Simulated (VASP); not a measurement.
# BaTiO3 (R-3m) in VASP: single point with PBE

Aim: the single point of BaTiO3 with PBE.

Program: VASP 6.6.1. These are calculated values, not measurements. Logs are shortened: lines on timing, memory, paths and dates and some standing lists are left out, and cuts for length are marked.

## (1) The cell of the first run

The structure is trigonal, space group R-3m (No. 166). Conventional cell: a = 5.611 Å, b = 5.611 Å, c = 7.080 Å, α = 90.00°, β = 90.00°, γ = 120.00°. Ba (site symmetry -3m) has 12 O at 2.81 to 2.86 Å and 8 Ti at 3.45 to 3.54 Å within 3.7 Å. Within 2.7 Å of Ti (site symmetry -3m) lie 6 O at 2.00 Å. Within 2.9 Å of O (site symmetry 2/m) lie 2 Ti at 2.00 Å and 4 Ba at 2.81 to 2.86 Å and 8 O at 2.81 to 2.86 Å.

## (2) Single point, PBE (equal xy, yz and zx shear strains of +2 %)

File INCAR:

```
SYSTEM = BaTiO3
PREC = Accurate
ENCUT = 520
EDIFF = 1E-6
ISMEAR = -1
SIGMA = 0.05
LREAL = .FALSE.
LASPH = .TRUE.
NELM = 60
ALGO = Normal
ISIF = 2
LWAVE = .FALSE.
LCHARG = .TRUE.
GGA = PE
LELF = .TRUE.
LVHAR = .TRUE.
NBANDS = 28
```

File KPOINTS:

```
regular mesh
0
G
  8 8 8
  0 0 0
```

File POSCAR:

```
BaTiO3
1.0
    4.0073000000      0.0400730000      0.0400730000
    0.0400730000      4.0073000000      0.0400730000
    0.0400730000      0.0400730000      4.0073000000
Ba Ti O
1 1 3
Direct
    0.5000000000      0.5000000000      0.5000000000
    0.0000000000      0.0000000000      0.0000000000
    0.5000000000      0.0000000000      0.0000000000
    0.0000000000      0.5000000000      0.0000000000
    0.0000000000      0.0000000000      0.5000000000
```

Potentials or basis: VASP PAW PBE potentials, release 64 (Ba_sv, Ti_sv, O).

Run with:

```sh
> cat potpaw_PBE.64/Ba_sv/POTCAR potpaw_PBE.64/Ti_sv/POTCAR potpaw_PBE.64/O/POTCAR > POTCAR
> mpirun -np 1 vasp_std > vasp.out
```

OUTCAR:

```text
SYSTEM = BaTiO3
   PREC = Accurate
   ENCUT = 520
   EDIFF = 1E-6
   ISMEAR = -1
   LREAL = .FALSE.
   LASPH = .TRUE.
   NELM = 60
   ISIF = 2
   GGA = PE

 ion  position               nearest neighbor table
   1  0.500  0.500  0.500-   3 2.81   4 2.81   3 2.81   5 2.81   4 2.81   5 2.81   3 2.86   3 2.86
                             4 2.86   5 2.86   4 2.86   5 2.86   2 3.45   2 3.45   2 3.45   2 3.45
   2  0.000  0.000  0.000-   3 2.00   4 2.00   5 2.00   5 2.00   4 2.00   3 2.00   1 3.45   1 3.45
                             1 3.45   1 3.45   1 3.45   1 3.45   1 3.54   1 3.54
   3  0.500  0.000  0.000-   2 2.00   2 2.00   1 2.81   1 2.81   1 2.86   1 2.86
   4  0.000  0.500  0.000-   2 2.00   2 2.00   1 2.81   1 2.81   1 2.86   1 2.86
   5  0.000  0.000  0.500-   2 2.00   2 2.00   1 2.81   1 2.81   1 2.86   1 2.86

  LATTYP: Found a trigonal (rhomboedric) cell.
 ALAT       =     4.0077007100
 COS(alpha) =     0.0200959808

  Lattice vectors:

 A1 = (   4.0073000000,   0.0400730000,   0.0400730000)
 A2 = (   0.0400730000,   4.0073000000,   0.0400730000)
 A3 = (   0.0400730000,   0.0400730000,   4.0073000000)

Analysis of symmetry for initial positions (statically):
=====================================================================
 Subroutine PRICEL returns:
 Original cell was already a primitive cell.

 Routine SETGRP: Setting up the symmetry group for a
 trigonal (rhombohedral) supercell.

 Subroutine GETGRP returns: Found 12 space group operations
 (whereof 12 operations were pure point group operations)
 out of a pool of 12 trial point group operations.

The static configuration has the point symmetry D_3d.

Analysis of symmetry for dynamics (positions and initial velocities):
=====================================================================
 Subroutine PRICEL returns:
 Original cell was already a primitive cell.

 Routine SETGRP: Setting up the symmetry group for a
 trigonal (rhombohedral) supercell.

 Subroutine GETGRP returns: Found 12 space group operations
 (whereof 12 operations were pure point group operations)
 out of a pool of 12 trial point group operations.

The dynamic configuration has the point symmetry D_3d.

 Subroutine INISYM returns: Found 12 space group operations
 (whereof 12 operations are pure point group operations),
 and found     1 'primitive' translations

----------------------------------------------------------------------------------------

                                     Primitive cell

  volume of cell :      64.3319

  direct lattice vectors                    reciprocal lattice vectors
     4.007300000  0.040073000  0.040073000     0.249594006 -0.002471228 -0.002471228
     0.040073000  4.007300000  0.040073000    -0.002471228  0.249594006 -0.002471228
     0.040073000  0.040073000  4.007300000    -0.002471228 -0.002471228  0.249594006

  length of vectors
     4.007700710  4.007700710  4.007700710     0.249618472  0.249618472  0.249618472

  position of ions in fractional coordinates (direct lattice)
     0.500000000  0.500000000  0.500000000
     0.000000000  0.000000000  0.000000000
     0.500000000  1.000000000  0.000000000
     1.000000000  0.500000000  0.000000000
     0.000000000  0.000000000  0.500000000

  ion indices of the primitive-cell ions
   primitive index   ion index
                 1           1
                 2           2
                 3           3
                 4           4
                 5           5

----------------------------------------------------------------------------------------

 KPOINTS: regular mesh

Automatic generation of k-mesh.
 Grid dimensions read from file:
 generate k-points for:    8    8    8

 Generating k-lattice:

  Cartesian coordinates                     Fractional coordinates (reciprocal lattice)
     0.031199251 -0.000308903 -0.000308903     0.125000000 -0.000000000  0.000000000
    -0.000308903  0.031199251 -0.000308903    -0.000000000  0.125000000  0.000000000
    -0.000308903 -0.000308903  0.031199251     0.000000000  0.000000000  0.125000000

  Length of vectors
     0.031202309  0.031202309  0.031202309

  Shift w.r.t. Gamma in fractional coordinates (k-lattice)
     0.000000000  0.000000000  0.000000000

 Subroutine IBZKPT returns following result:
 ===========================================

 Found     65 irreducible k-points:

 Following reciprocal coordinates:
            Coordinates               Weight
  0.000000  0.000000  0.000000      1.000000
  0.125000 -0.000000  0.000000      6.000000
  0.250000 -0.000000  0.000000      6.000000
  0.375000  0.000000  0.000000      6.000000
  0.500000 -0.000000  0.000000      3.000000
  0.125000  0.125000  0.000000      6.000000
[... 16 lines left out ...]
  0.250000  0.125000  0.125000      6.000000
  0.375000  0.125000  0.125000      6.000000
 [... further k-points ...]
   k-points           NKPTS =     65   k-points in BZ     NKDIM =     65   number of bands    NBANDS=     28
   number of dos      NEDOS =    301   number of ions     NIONS =      5
   total plane-waves  NPLWV =  27000
   dimension x,y,z NGX =    30 NGY =   30 NGZ =   30
   dimension x,y,z NGXF=    60 NGYF=   60 NGZF=   60
   ions per type =               1   1   3
   NGX,Y,Z   is equivalent  to a cutoff of  12.44, 12.44, 12.44 a.u.
   NGXF,Y,Z  is equivalent  to a cutoff of  24.89, 24.89, 24.89 a.u.
 SYSTEM =  BaTiO3
   PREC   = accura    normal or accurate (medium, high low for compatibility)
   ISTART =      0    job   : 0-new  1-cont  2-samecut
   ICHARG =      2    charge: 1-file 2-atom 10-const
   ISPIN  =      1    spin polarized calculation?
   LNONCOLLINEAR =      F non collinear calculations
   LSORBIT =      F    spin-orbit coupling
   LASPH  =      T    aspherical Exc in radial PAW
   ENCUT  =  520.0 eV  38.22 Ry    6.18 a.u.   7.45  7.45  7.45*2*pi/ulx,y,z
   NELM   =     60;   NELMIN=  2; NELMDL= -5     # of ELM steps
   EDIFF  = 0.1E-05   stopping-criterion for ELM
   LREAL  =      F    real-space projection
   EDIFFG = 0.1E-04   stopping-criterion for IOM
   NSW    =      0    number of steps for IOM
   IBRION =     -1    ionic relax: 0-MD 1-quasi-New 2-CG
   NFREE  =      0    steps in history (QN), initial steepest desc. (CG)
   ISIF   =      2    stress and relaxation
   ISYM   =      2    0-nonsym 1-usesym 2-fastsym
   POTIM  = 0.5000    time-step for ionic-motion
   TEBEG  =    0.0;   TEEND  =   0.0 temperature during run
   PSTRESS=    0.0 pullay stress
   NELECT =      40.0000    total number of electrons
   NUPDOWN=      -1.0000    fix difference up-down
   EMIN   =  10.00;   EMAX   =-10.00  energy-range for DOS
   EFERMI =   0.00;   METHOD = LEGACY
   ISMEAR =    -1;   SIGMA  =   0.05  broadening in eV -4-tet -1-fermi 0-gaus
   EFERMI_NEDOS =   21; number of points for ismear=-14 and -15
   IALGO  =     38    algorithm
   IMIX   =      4    mixing-type and parameters
     AMIX     =   0.40;   BMIX     =  1.00
     AMIX_MAG =   1.60;   BMIX_MAG =  1.00
  volume/ion in A,a.u.               =      12.87        86.83
  Fermi-wavevector in a.u.,A,eV,Ry     =   1.397289  2.640493 26.564225  1.952415
  Thomas-Fermi vector in A             =   2.520560
   LORBIT       =      0    0 simple, 1 ext, 2 COOP (PROOUT), +10 PAW based schemes
   GGA     = PE    functional components
   LHFCALC =     F    Hartree Fock is set to
   AEXX    =    0.0000 exact exchange contribution
   IVDW    =     0    specifies the selected vdW correction
   LEPSILON=     F    determine dielectric tensor
   LRPA    =     F    only Hartree local field effects (RPA)
 non-spin polarized calculation
  energy-cutoff  :      520.00
  volume of cell :       64.33
 maximum number of plane-waves:      1761
 NGX is ok and might be reduce to    30
   NGX = 15   NGY = 15   NGZ = 15

 number of electron      39.9999970 magnetization

 Free energy of the ion-electron system (eV)
  ---------------------------------------------------
  ext. energy  EPLUGINS =         0.00000000
  ---------------------------------------------------
  free energy    TOTEN  =       -39.94203535 eV

  energy without entropy =      -39.94203535  energy(sigma->0) =      -39.94203535

 E-fermi :   4.6900     XC(G=0): -11.2424

 val. band max:        3.8307401992   @ k =   0.5000   0.5000   0.5000
 cond. band min:       5.5069093165   @ k =   0.0000   0.0000   0.0000
 fundamental gap:      1.6761691173
 Fermi energy:         4.6900433435

 k-point     1 :       0.0000    0.0000    0.0000
  band No.  band energies     occupation
      1     -52.8438      2.00000
      2     -29.0616      2.00000
      3     -29.0616      2.00000
      4     -29.0360      2.00000
      5     -21.0128      2.00000
      6     -13.0766      2.00000
[... 20 lines left out ...]
     27       8.8614      0.00000
     28      11.1309      0.00000

 k-point     2 :       0.1250   -0.0000    0.0000
  band No.  band energies     occupation
      1     -52.8437      2.00000
      2     -29.0669      2.00000
      3     -29.0613      2.00000
      4     -29.0379      2.00000
      5     -20.9960      2.00000
      6     -13.0838      2.00000
[... 20 lines left out ...]
     27       9.1677      0.00000
     28      11.4994      0.00000

 k-point     3 :       0.2500   -0.0000    0.0000
  band No.  band energies     occupation
      1     -52.8433      2.00000
      2     -29.0823      2.00000
      3     -29.0606      2.00000
      4     -29.0400      2.00000
      5     -20.9548      2.00000
      6     -13.1468      2.00000
[... 20 lines left out ...]
     27       9.9734      0.00000
     28      12.1579      0.00000

 k-point     4 :       0.3750    0.0000    0.0000
  band No.  band energies     occupation
      1     -52.8430      2.00000
      2     -29.0992      2.00000
      3     -29.0599      2.00000
      4     -29.0405      2.00000
      5     -20.9128      2.00000
      6     -13.2503      2.00000
[... 578 lines left out ...]
     27       9.6598      0.00000
     28      11.9208      0.00000

 k-point    23 :       0.2500    0.1250    0.1250
  band No.  band energies     occupation
      1     -52.8430      2.00000
      2     -29.0820      2.00000
      3     -29.0674      2.00000
      4     -29.0469      2.00000
      5     -20.9296      2.00000
      6     -13.0555      2.00000
[... 20 lines left out ...]
     27      10.4178      0.00000
     28      12.2650      0.00000

 k-point    24 :       0.3750    0.1250    0.1250
  band No.  band energies     occupation
      1     -52.8427      2.00000
      2     -29.0985      2.00000
      3     -29.0667      2.00000
      4     -29.0476      2.00000
      5     -20.8911      2.00000
      6     -13.1159      2.00000
[... 20 lines left out ...]
     27      11.3509      0.00000
     28      12.4444      0.00000

 [... further k-points ...]

------------------------ aborting loop because EDIFF is reached ----------------------------------------

  FORCE on cell =-STRESS in cart. coord.  units (eV):
  Direction    XX          YY          ZZ          XY          YZ          ZX
  --------------------------------------------------------------------------------------
  -------------------------------------------------------------------------------------
  Total        1.3489433      1.3489433      1.3489433     -0.9955795     -0.9955795     -0.9955795
  in kB       33.5952711     33.5952711     33.5952711    -24.7947888    -24.7947888    -24.7947888
  external PRESSURE =      33.5952711 kB  Pullay stress =       0.0000000 kB

 VOLUME and BASIS-vectors are now :
 -----------------------------------------------------------------------------
  energy-cutoff  :      520.00
  volume of cell :       64.33
      direct lattice vectors                 reciprocal lattice vectors
     4.007300000  0.040073000  0.040073000     0.249594006 -0.002471228 -0.002471228
     0.040073000  4.007300000  0.040073000    -0.002471228  0.249594006 -0.002471228
     0.040073000  0.040073000  4.007300000    -0.002471228 -0.002471228  0.249594006

 POSITION                                       TOTAL-FORCE (eV/Angst)
 -----------------------------------------------------------------------------------
      2.04372      2.04372      2.04372         0.000000     -0.000000      0.000000
      0.00000      0.00000      0.00000         0.000000     -0.000000     -0.000000
      2.00365      0.02004      0.02004        -0.000000      0.000000      0.000000
      0.02004      2.00365      0.02004        -0.000000      0.000000     -0.000000
      0.02004      0.02004      2.00365         0.000000     -0.000000     -0.000000
 -----------------------------------------------------------------------------------
    total drift:                                0.000000     -0.000000      0.000000

  FREE ENERGIE OF THE ION-ELECTRON SYSTEM (eV)
  ---------------------------------------------------
  free  energy   TOTEN  =       -39.9420353489 eV

  energy  without entropy=      -39.9420353457  energy(sigma->0) =      -39.94203535
```

It took 3.4 min on 1 thread of Intel Xeon 8259CL, shared host; peak memory 0.25 GiB.

What came out:

```yaml
Free_energy: -39.9420 eV
Pressure: 3.4 GPa
Band_gap_on_the_k_mesh: 1.68 eV (least direct gap 1.78 eV)
```

Caveat: the cell differs from its parent crystal (equal xy, yz and zx shear strains of +2 %); the cell stands under pressure; spin-orbit coupling is left out, which moves the levels of the heavy elements. A k mesh can miss the band edges.
